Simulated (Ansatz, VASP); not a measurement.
# BN: VASP beside Ansatz

```xyz
4
Lattice="2.5411 0.0000 0.0000 -1.2706 2.2007 0.0000 0.0000 0.0000 4.2032" Properties=species:S:1:pos:R:3 pbc="T T T"
B     1.2706    0.7336    0.0011
B     0.0000    1.4671    2.1027
N     1.2706    0.7336    1.5751
N     0.0000    1.4671    3.6767
```

Alike in both runs: functional PBEsol; k mesh 12 × 12 × 6; no spin polarisation.

Ansatz relaxed the structure, and its values are those at the end. VASP's run is a single point on that final structure, the one shown.

|  | VASP | Ansatz |
| --- | --- | --- |
| version | VASP 6.6.1 | Ansatz 0.2.0 |
| potentials or method | VASP PAW PBE potentials, release 64 (B, N), cutoff 520 eV | plane waves, PAW |
| occupations | gaussian, width 0.01 eV | fixed |
| valence electrons in the cell | 16 | 16 |

Ansatz gave:

- pressure (GPa): 0.0

Which values does VASP return?

Pressure (GPa): 0.6.

VASP's potentials were made for PBE, not for PBEsol.
